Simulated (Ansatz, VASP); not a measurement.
## AlN in VASP and in Ansatz

File POSCAR:

```
AlN
1.0
    0.0000000000      1.8641481281      2.4233925666
    1.8641481281      0.0000000000      2.4233925666
    1.8641481281      1.8641481281      0.0000000000
Al N
1 1
Direct
    0.5000000000      0.5000000000      0.5000000000
    0.0000000000      0.0000000000      0.0000000000
```

The input INCAR.step1:

```
SYSTEM = AlN
  ALGO = Normal
  EDIFF = 1E-4
  ENCUT = 520
  GGA = PE
  ISMEAR = 0
  LASPH = .TRUE.
  LCHARG = .FALSE.
  LREAL = .FALSE.
  LWAVE = .TRUE.
  NBANDS = 11
  NELM = 80
  PREC = Accurate
  SIGMA = 0.05
```

INCAR.step2

```
SYSTEM = AlN
  ALGO = Normal
  EDIFF = 1E-6
  ENCUT = 520
  ISIF = 2
  ISMEAR = 0
  ISTART = 1
  LASPH = .TRUE.
  LCHARG = .TRUE.
  LELF = .TRUE.
  LMIXTAU = .TRUE.
  LREAL = .FALSE.
  LVHAR = .TRUE.
  LWAVE = .FALSE.
  METAGGA = R2SCAN
  NBANDS = 11
  NELM = 80
  PREC = Accurate
  SIGMA = 0.05
```

File KPOINTS:

```
k-points
0
G
  10 10 10
  0 0 0
```

Input for Ansatz:

```yaml
crystal:
  lattice:
    - [0.0, 1.8641481281, 2.4233925666]
    - [1.8641481281, 0.0, 2.4233925666]
    - [1.8641481281, 1.8641481281, 0.0]
  atoms:
    - { symbol: Al, position: [0.5, 0.5, 0.5] }
    - { symbol: "N", position: [0.0, 0.0, 0.0] }
basis:
  ecutwfc: 500
kpoints:
  mp_grid: { grid: [10, 10, 10] }
hamiltonian:
  xc: r2scan
scf:
  occupations: { method: gaussian, width: 0.05 }
output:
  forces: true
  stress: true
  eigenvalues: true
```

Alike in both runs: task single point; functional r2SCAN; k mesh 10 × 10 × 10; occupations gaussian, width 0.05 eV; no spin polarisation.

|  | VASP | Ansatz |
| --- | --- | --- |
| version | VASP 6.6.1 | Ansatz 0.2.0 |
| potentials or method | VASP PAW PBE potentials, release 64 (Al, N), cutoff 520 eV | scalar-relativistic, plane waves, PAW |
| valence electrons in the cell | 8 | 8 |

Ansatz gave:

```
gap on the k mesh at the Fermi level (eV)                     : 4.89
least direct gap on the mesh (eV)                             : 4.89
pressure (GPa)                                                : 23.2
traceless stress, the component that is largest in VASP (GPa) : -38.60
```

Q: What did VASP give for the same quantities?

A: gap on the k mesh at the Fermi level (eV): 4.90; least direct gap on the mesh (eV): 4.90; pressure (GPa): 22.8; traceless stress, the component that is largest in VASP (GPa): -38.92.

VASP's potentials were made for PBE, not for r2SCAN.
